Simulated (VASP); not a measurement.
HfB2:

```
Hf B
1.0
     3.13268    0.00000    0.00000
    -1.56634    2.71298    0.00000
     0.00000    0.00000    3.47921
Hf B
1 2
Direct
  0.00000 0.00000 0.00000
  0.33333 0.66667 0.50000
  0.66667 0.33333 0.50000
```

Base run:

| Property | Result |
| --- | --- |
| Program | VASP 6.6.1 |
| Functional | PBE |
| Potentials or basis | VASP PAW PBE potentials, release 64 (Hf_pv, B) |
| Cutoff | 500 eV |
| k mesh | 9 × 9 × 8 |
| Occupations | gaussian, width 0.1 eV |
| Spin | no spin polarisation |

Its results: band gap on the k mesh zero (band 8 reaches 8.32 eV, above the bottom of band 9 at 7.61 eV); pressure 2.4 GPa.

**Question.** After a change of settings the same cell gave: band gap on the k mesh zero (band 8 reaches 8.93 eV, above the bottom of band 9 at 8.16 eV); pressure 13.6 GPa. Which change was it?
A. hubbard terms from none to Hf d U = 4.7 eV, J = 0.91 eV
B. k mesh from 9 × 9 × 8 to 3 × 3 × 2; occupations from gaussian, width 0.1 eV to tetrahedron
C. k mesh from 9 × 9 × 8 to 6 × 6 × 4; occupations from gaussian, width 0.1 eV to tetrahedron
D. k mesh from 9 × 9 × 8 to 6 × 3 × 2; further incar settings from ALGO = Normal; EDIFF = 1e-06; NBANDS = 15 to ALGO = Normal; EDIFF = 1e-06; NBANDS = 15; ISYM = 0

**Answer.** A.

Caveats: spin-orbit coupling is left out, which moves the levels of the heavy elements; U without spin polarisation on a metal has little footing (some runs); the U is typed as a test and isn't derived for this compound (some runs).
